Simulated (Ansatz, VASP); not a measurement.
One calculation of Si5F, two programs

File INCAR:

```
SYSTEM = Si5F
PREC = Accurate
ENCUT = 600
EDIFF = 1E-6
ISMEAR = 0
SIGMA = 0.1
LREAL = .FALSE.
LASPH = .TRUE.
NELM = 100
ALGO = Normal
ISIF = 3
LWAVE = .FALSE.
LCHARG = .FALSE.
GGA = PE
IBRION = 2
NSW = 100
EDIFFG = -0.01
```

The input KPOINTS:

```
regular mesh
0
G
  12 12 8
  0 0 0
```

Contents of POSCAR:

```
Si5F
1.0
    4.6637763533      0.0000000000      0.0000000000
   -2.3318881766      4.0389487995      0.0000000000
    0.0000000000      0.0000000000      4.5219636864
Si F
5 1
Direct
    0.0000000000      0.3457954492      0.0000000000
    0.6542045508      0.6542045508      0.0000000000
    0.3457954492      0.0000000000      0.0000000000
    0.6666666667      0.3333333333      0.5000000000
    0.3333333333      0.6666666667      0.5000000000
    0.0000000000      0.0000000000      0.5000000000
```

Input for Ansatz:

```yaml
crystal:
  lattice:
    - [4.6637763533, 0.0, 0.0]
    - [-2.3318881766, 4.0389487995, 0.0]
    - [0.0, 0.0, 4.5219636864]
  atoms:
    - { symbol: Si, position: [0.0, 0.3457954492, 0.0] }
    - { symbol: Si, position: [0.6542045508, 0.6542045508, 0.0] }
    - { symbol: Si, position: [0.3457954492, 0.0, 0.0] }
    - { symbol: Si, position: [0.6666666667, 0.3333333333, 0.5] }
    - { symbol: Si, position: [0.3333333333, 0.6666666667, 0.5] }
    - { symbol: F, position: [0.0, 0.0, 0.5] }
basis:
  ecutwfc: 420
kpoints:
  mp_grid: { grid: [12, 12, 8] }
hamiltonian:
  xc: pbe
scf:
  occupations: { method: gaussian, width: 0.1 }
output:
  forces: true
  stress: true
  eigenvalues: true
  write_density: true
  write_potential: true
  elf: true
  volumetric_format: npy
relax:
  adjacent_minimum: "off"
  f_tol: 0.01
  max_steps: 80
  cell: { stress_tol: 0.05 }
```

Change from the starting cell: species swapped into the MgCd5 type (P-62m, No. 189).

Alike in both runs: task relaxation of cell and atoms; functional PBE; k mesh 12 × 12 × 8; occupations gaussian, width 0.1 eV; no spin polarisation.

|  | VASP | Ansatz |
| --- | --- | --- |
| version | VASP 6.6.1 | Ansatz 0.2.0 |
| potentials or method | VASP PAW PBE potentials, release 64 (Si, F), cutoff 600 eV | scalar-relativistic, plane waves, PAW |
| valence electrons in the cell | 27 | 27 |

```tsv
	VASP	Ansatz	Ansatz less VASP
gap on the k mesh at the Fermi level, each at its own relaxed structure (eV)	none	none	-
relaxed volume (Å³/atom)	14.16	14.18	+0.015
relaxed cell length with the largest relative difference (Å)	4.664	4.667	+0.0030
```

A gap of «none» marks a metal or a gap that the smearing closes.
